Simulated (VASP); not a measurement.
Crystal: C.

```
C
1.0
     0.64070   -4.28534    0.00000
     0.64070    4.28534    0.00000
     0.00000    0.00000    4.29102
C
1
Direct
  0.00000 0.00000 0.00000
```

```yaml
Program: VASP 6.6.1
Task: relaxation of cell and atoms
Functional: PBE
Potentials_or_basis: VASP PAW PBE potentials, release 64 (C)
Cutoff: 600 eV
k_mesh: 20 × 20 × 6
Occupations: gaussian, width 0.02 eV
Spin: no spin polarisation
```

At the start: pressure 0.1 GPa; volume 23.56 Å³/atom.

How do energy, volume and symmetry change on relaxing?

Over 25 steps the energy falls by 32.5 meV/atom and the volume is 15.47 Å³/atom (-34.3 %); space group Cmmm (No. 65, to 0.05 Å).

Step by step:
```
step  energy change (eV)  largest force (eV/Å)  pressure (GPa)  volume (Å³)
   1              0.0000                0.0000            0.14        23.56
   2              0.0044                0.0000           -2.96        23.63
   3             -0.0004                0.0000           -0.55        23.58
   4             -0.0012                0.0000           -0.59        23.37
   5             -0.0036                0.0000           -0.73        22.73
   6             -0.0090                0.0000           -0.98        21.50
   7             -0.0201                0.0000           -1.56        19.12
   8             -0.0288                0.0000           -2.26        14.78
   9             -0.0300                0.0000           -2.12        16.48
  10             -0.0308                0.0000           -2.19        15.86
  11             -0.0312                0.0000           -1.90        15.78
  12             -0.0320                0.0000           -1.09        15.55
  13             -0.0321                0.0000            0.60        15.10
  14             -0.0323                0.0000           -0.29        15.33
  15             -0.0323                0.0000           -0.26        15.32
  16             -0.0323                0.0000           -0.14        15.29
  17             -0.0323                0.0000           -0.23        15.31
  18             -0.0324                0.0000           -0.22        15.33
  19             -0.0324                0.0000           -0.19        15.38
  20             -0.0325                0.0000           -0.14        15.49
  21             -0.0325                0.0000           -0.09        15.44
  22             -0.0325                0.0000           -0.11        15.47
  23             -0.0325                0.0000           -0.08        15.48
  24             -0.0325                0.0000           -0.08        15.49
  25             -0.0325                0.0000            0.00        15.47
```

Final structure:
```
C
1.0
     0.64155   -3.49070    0.00000
     0.64155    3.49070    0.00000
     0.00000    0.00000    3.45446
C
1
Direct
  0.00000 0.00000 0.00000
```

Caveat: the volume moved by over 15 % at a fixed basis, so the end points are rough.
